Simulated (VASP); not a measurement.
C: electric field gradients with LDA

The system is C.

```
C
1.0
     0.03567    1.80123    1.80123
     1.80123    0.03567    1.80123
     1.80123    1.80123    0.03567
C
2
Direct
  0.50000 0.50000 0.50000
  0.75000 0.75000 0.75000
```

This cell differs from its parent crystal: equal xy, yz and zx shear strains of +2 %.

```yaml
Program: VASP 6.6.1
Task: electric field gradients
Functional: LDA
Potentials_or_basis: VASP PAW LDA potentials, release 64 (C)
Cutoff: 520 eV
k_mesh: 20 × 20 × 20
Occupations: fermi-dirac, width 0.08 eV
Spin: no spin polarisation
Dipole_correction: no
Further_INCAR_settings: ALGO = Normal; EDIFF = 1e-08; NBANDS = 11
```

The pressure is -11.0 GPa and the largest force is 0.046 eV/Å. The band gap on the k mesh is 4.06 eV (least direct gap 4.88 eV). The largest electric field gradient by atom is C +4.4 V/Å².

Forces on the atoms (eV/Å):
```
C    0.026  0.026  0.026
C   -0.026 -0.026 -0.026
```

Stress tensor (GPa, compression positive):
```
-11.04 -10.94 -10.94
-10.94 -11.04 -10.94
-10.94 -10.94 -11.04
```

Levels at points of the mesh, in eV from the valence-band top:
| k point | band 1 | band 2 | band 3 | band 4 | band 5 | band 6 | band 7 | band 8 |
| --- | --- | --- | --- | --- | --- | --- | --- | --- |
| (0.00, 0.00, 0.00) | -21.34 | -0.04 | 0.00 | 0.00 | 4.88 | 5.84 | 5.84 | 13.63 |
| (0.50, 0.00, 0.00) | -15.35 | -13.38 | -2.93 | -2.85 | 7.83 | 8.64 | 8.96 | 15.38 |
| (0.50, 0.50, 0.00) | -12.73 | -12.52 | -6.49 | -6.10 | 4.31 | 5.09 | 16.55 | 16.60 |
| (0.50, 0.50, 0.50) | -15.91 | -13.34 | -2.53 | -2.53 | 8.55 | 8.55 | 9.69 | 15.41 |

Electric field gradients, principal values (V/Å²):
| atom | least | middle | greatest (by size) |
| --- | --- | --- | --- |
| 1 C | -2.195 | -2.195 | 4.390 |
| 2 C | -2.195 | -2.195 | 4.390 |

Wall time 94 s on 1 thread of Intel Xeon 8259CL, with other jobs on the host, peak memory 0.18 GiB.

Caveat: the cell differs from its parent crystal (equal xy, yz and zx shear strains of +2 %); the cell stands under tension; without QUAD_EFG the Cq values of the log hold for a quadrupole moment of 1 mb, not for the nuclei. A k mesh can miss the band edges.
